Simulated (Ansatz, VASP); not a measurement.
# As in VASP and in Ansatz

INCAR

```
SYSTEM = As
ALGO = Normal
EDIFF = 1E-6
ENCUT = 520
GGA = PE
ISIF = 2
ISMEAR = -1
LASPH = .True.
LCHARG = .False.
LREAL = .False.
LWAVE = .False.
NBANDS = 12
NELM = 100
PREC = Accurate
SIGMA = 0.1
```

Contents of KPOINTS:

```
k-points
0
Gamma
  10 10 10
  0 0 0
```

Contents of POSCAR:

```
As
1.0
    0.0000000000      2.9304890201      2.9304890201
    2.9304890201      0.0000000000      2.9304890201
    2.9304890201      2.9304890201      0.0000000000
As
2
Direct
    0.1250000000      0.1250000000      0.1250000000
    0.8750000000      0.8750000000      0.8750000000
```

Input for Ansatz:

```yaml
crystal:
  lattice:
    - [0.0, 2.9304890201, 2.9304890201]
    - [2.9304890201, 0.0, 2.9304890201]
    - [2.9304890201, 2.9304890201, 0.0]
  atoms:
    - { symbol: As, position: [0.125, 0.125, 0.125] }
    - { symbol: As, position: [0.875, 0.875, 0.875] }
hamiltonian:
  xc: pbe
  pseudopotentials:
    kind: paw
    azcp:
      As: "pseudopotentials/As.paw.azcp"
basis:
  ecutwfc: 420
  fft_grid_basis: typed
kpoints:
  mp_grid: { grid: [10, 10, 10], shift: [0, 0, 0] }
magnetization:
  spin_polarized: false
scf:
  occupations: { method: fermi_dirac, width: 0.1 }
  lower_state_search: "off"
output:
  stress: true
  write_density: true
  write_potential: true
  elf: true
  volumetric_format: npy
```

Alike in both runs: task single point; functional PBE; k mesh 10 × 10 × 10; occupations fermi-dirac, width 0.1 eV; no spin polarisation.

```csv
,VASP,Ansatz
version,VASP 6.6.1,Ansatz 0.2.0
potentials or method,"VASP PAW PBE potentials, release 64 (As), cutoff 520 eV","plane waves (420 eV) with PAW, scalar-relativistic"
valence electrons in the cell,10,30
```

Ansatz gave:

| Property | Result |
| --- | --- |
| pressure (GPa) | 7.3 |

**Question.** Which values does VASP return?

**Answer.** Pressure (GPa): 7.5.

VASP's potentials hold 10 valence electrons a cell and Ansatz's 30, so a difference there can come from the potentials and not from the codes.
